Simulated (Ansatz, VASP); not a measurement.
## SiGe in VASP and in Ansatz

```
Si Ge
1.0
     3.84209    0.00000    0.00000
    -1.92104    3.32735    0.00000
     0.00000    0.00000    6.46585
Si Ge
2 2
Direct
  0.33333 0.66667 0.00126
  0.66667 0.33333 0.50126
  0.33333 0.66667 0.37274
  0.66667 0.33333 0.87274
```

Change from the starting cell: strained cell.

Alike in both runs: functional PBEsol; k mesh 9 × 9 × 6; occupations gaussian, width 0.02 eV; no spin polarisation.

Ansatz relaxed the structure, and its values are those at the end. VASP's run is a single point on that final structure, the one shown.

|  | VASP | Ansatz |
| --- | --- | --- |
| version | VASP 6.6.1 | Ansatz 0.2.0 |
| potentials or method | VASP PAW PBE potentials, release 64 (Si, Ge_d), cutoff 500 eV | scalar-relativistic, plane waves, PAW |
| valence electrons in the cell | 36 | 36 |

VASP gave:

| Property | Result |
| --- | --- |
| gap on the k mesh at the Fermi level (eV) | 0.32 |
| least direct gap on the mesh (eV) | 0.66 |
| pressure (GPa) | 2.2 |

Q: Which values does Ansatz return?

A: gap on the k mesh at the Fermi level (eV): 0.32; least direct gap on the mesh (eV): 0.66; pressure (GPa): 2.3.

VASP's potentials were made for PBE, not for PBEsol, and Ansatz warns of the same on its side. Ansatz's warnings: stress scf threshold loose.
